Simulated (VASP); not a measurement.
Runs of VASP 6.6.1 on Ir. The structure is that of space group I4/mmm (No. 139), or close to it. The cells are those of the table. 

| cell | gap on the mesh (eV) | pressure (GPa) |
| --- | --- | --- |
| a = 2.962, b = 2.962, c = 2.419 Å, angles 65.9, 65.9, 48.2°, 1 atom | none | (a) |
| a = 2.885, b = 2.885, c = 2.488 Å, angles 64.5, 64.5, 51.1°, 1 atom | none | 19.6 |
| a = 2.660, b = 2.660, c = 2.866 Å, angles 57.4, 57.4, 65.2°, 1 atom | none | (b) |
| a = 2.765, b = 2.765, c = 2.630 Å, angles 61.6, 61.6, 56.8°, 1 atom | none | 2.9 |
| a = 2.682, b = 2.682, c = 2.791 Å, angles 58.6, 58.6, 62.7°, 1 atom | none | 2.0 |

Alike in all rows: task single point; level r2SCAN; potentials or basis VASP PAW PBE potentials, release 64 (Ir_sv_GW); no spin polarisation; k mesh 24 × 24 × 24; cutoff (eV) 620; smearing gaussian 0.15 eV.

Question: Estimate the missing entries.

Answer: (a) 34.7; (b) 5.5.

Caveats: the PAW data sets were made with another functional, which shifts forces and pressure a little; spin-orbit coupling is left out, which moves the levels of the heavy elements; the stress differs along the axes, from -32 to 68 GPa (at least some runs); the stress differs along the axes, from -35 to 47 GPa (at least some runs); the stress differs along the axes, from -11 to 38 GPa (at least some runs); the stress differs along the axes, from -22 to 16 GPa (at least some runs); the stress differs along the axes, from -8 to 22 GPa (at least some runs).

A k mesh can miss the band edges, and the runs leave out spin-orbit coupling on Ir.

A gap of «none» marks levels without a gap at the run's occupations.
